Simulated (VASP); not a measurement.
Here is a VASP 6.6.1 calculation.

INCAR

```
SYSTEM = Be2Cl3
PREC = Accurate
ENCUT = 520
EDIFF = 1E-7
ISMEAR = 0
SIGMA = 0.1
LREAL = .FALSE.
LASPH = .TRUE.
NELM = 60
ALGO = Normal
ISIF = 2
LWAVE = .FALSE.
LCHARG = .TRUE.
GGA = PE
LELF = .TRUE.
LVHAR = .TRUE.
NBANDS = 36
```

KPOINTS

```
regular mesh
0
G
  3 3 3
  0 0 0
```

The input POSCAR:

```
Be2Cl3
1.0
    2.9817633988      1.7215219009      6.9590437613
   -2.9817633988      1.7215219009      6.9590437613
    0.0000000000     -3.4430438019      6.9590437613
Be Cl
4 6
Direct
    0.9433199628      0.9433199628      0.9433199628
    0.5566800372      0.5566800372      0.5566800372
    0.0566800372      0.0566800372      0.0566800372
    0.4433199628      0.4433199628      0.4433199628
    0.0984420445      0.4015579555      0.7500000000
    0.7500000000      0.0984420445      0.4015579555
    0.4015579555      0.7500000000      0.0984420445
    0.9015579555      0.5984420445      0.2500000000
    0.2500000000      0.9015579555      0.5984420445
    0.5984420445      0.2500000000      0.9015579555
```

Potentials or basis: VASP PAW PBE potentials, release 64 (Be, Cl).

Run with:

```sh
$ cat potpaw_PBE.64/Be/POTCAR potpaw_PBE.64/Cl/POTCAR > POTCAR
$ mpirun -np 1 vasp_std > vasp.out
```

(1) Estimate the pressure.

(2) Predict the largest force.

(3) Estimate the band gap on the k mesh.

Results:

(1) 0.1 GPa.

(2) 0.010 eV/Å.

(3) zero (bands 25 and 26 overlap by 0.01 eV).

Caveat: the k points lie up to 0.42 Å⁻¹ apart.
